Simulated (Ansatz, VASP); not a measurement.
**Al: VASP beside Ansatz**

INCAR

```
SYSTEM = Al
PREC = Accurate ; ENCUT = 600
EDIFF = 1E-6 ; ISMEAR = -1
SIGMA = 0.1 ; LREAL = .FALSE.
LASPH = .TRUE. ; NELM = 60
ALGO = Normal ; ISIF = 3
LWAVE = .FALSE. ; LCHARG = .FALSE.
GGA = RE ; IBRION = 2
NSW = 80 ; EDIFFG = -0.01
```

File KPOINTS:

```
regular mesh
0
G
  12 12 12
  0 0 0
```

File POSCAR:

```
Al
1.0
    2.6173666896      0.0000000000      0.0000000000
    0.0000000000      2.6173666896      0.0000000000
    0.0000000000      0.0000000000      2.6173666896
Al
1
Direct
    0.0000000000      0.0000000000      0.0000000000
```

Input for Ansatz:

```yaml
crystal:
  lattice:
    - [2.6173666896, 0.0, 0.0]
    - [0.0, 2.6173666896, 0.0]
    - [0.0, 0.0, 2.6173666896]
  atoms:
    - { symbol: Al, position: [0.0, 0.0, 0.0] }
hamiltonian:
  xc: revpbe
  pseudopotentials:
    kind: paw
    azcp:
      Al: "pseudopotentials/Al.paw.azcp"
basis:
  ecutwfc: 420
  fft_grid_basis: typed
kpoints:
  mp_grid: { grid: [12, 12, 12], shift: [0, 0, 0] }
magnetization:
  spin_polarized: false
scf:
  occupations: { method: fermi_dirac, width: 0.1 }
relax:
  max_steps: 60
  f_tol: 0.01
  cell: {}
```

Alike in both runs: task relaxation of cell and atoms; functional revPBE; k mesh 12 × 12 × 12; occupations fermi-dirac, width 0.1 eV; no spin polarisation.

|  | VASP | Ansatz |
| --- | --- | --- |
| version | VASP 6.6.1 | Ansatz 0.2.0 |
| potentials or method | VASP PAW PBE potentials, release 64 (Al), cutoff 600 eV | plane waves (420 eV) with PAW, scalar-relativistic |
| valence electrons in the cell | 3 | 3 |

Ansatz gave:

| Property | Result |
| --- | --- |
| relaxed volume (Å³/atom) | 20.46 |
| relaxed cell length with the largest relative difference (Å) | 2.735 |

Task: Estimate VASP's values.

Result: Relaxed volume (Å³/atom): 20.41; relaxed cell length with the largest relative difference (Å): 2.733.

VASP's potentials were made for PBE, not for revPBE.
